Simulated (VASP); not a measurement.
Input of a VASP 6.6.1 run:

File INCAR:

```
ALGO = Normal
EDIFF = 1E-6
ENCUT = 520
GGA = PE
ISIF = 2
ISMEAR = -1
LASPH = True
LCHARG = False
LREAL = False
LWAVE = False
NBANDS = 20
NELM = 60
PREC = Accurate
SIGMA = 0.02
```

File KPOINTS:

```
k-points
0
Gamma
  13 13 7
```

POSCAR

```
SnSe2
1.0
    3.7332026603      0.0000000000      0.0000000000
   -1.8666013302      3.2330483413      0.0000000000
    0.0000000000      0.0000000000      6.0107403631
Sn Se
1 2
Direct
    0.0000000000      0.0000000000      0.0000000000
    0.3333333333      0.6666666667      0.2699577473
    0.6666666667      0.3333333333      0.7300422527
```

Potentials or basis: VASP PAW PBE potentials, release 64 (Sn_d, Se).

Launch:

```console
$ cat potpaw_PBE.64/Sn_d/POTCAR potpaw_PBE.64/Se/POTCAR > POTCAR
$ mpirun -np 1 vasp_std > vasp.out
```

(1) Estimate the pressure.

(2) Estimate the band gap on the k mesh.

(3) What does it give for the largest force?

Results:

(1) 5.9 GPa.

(2) 0.43 eV (least direct gap 1.15 eV).

(3) 0.011 eV/Å.

Caveat: the cell stands under pressure; semilocal functionals underestimate gaps, and a narrow one can read as zero; spin-orbit coupling is left out, which moves the levels of the heavy elements.
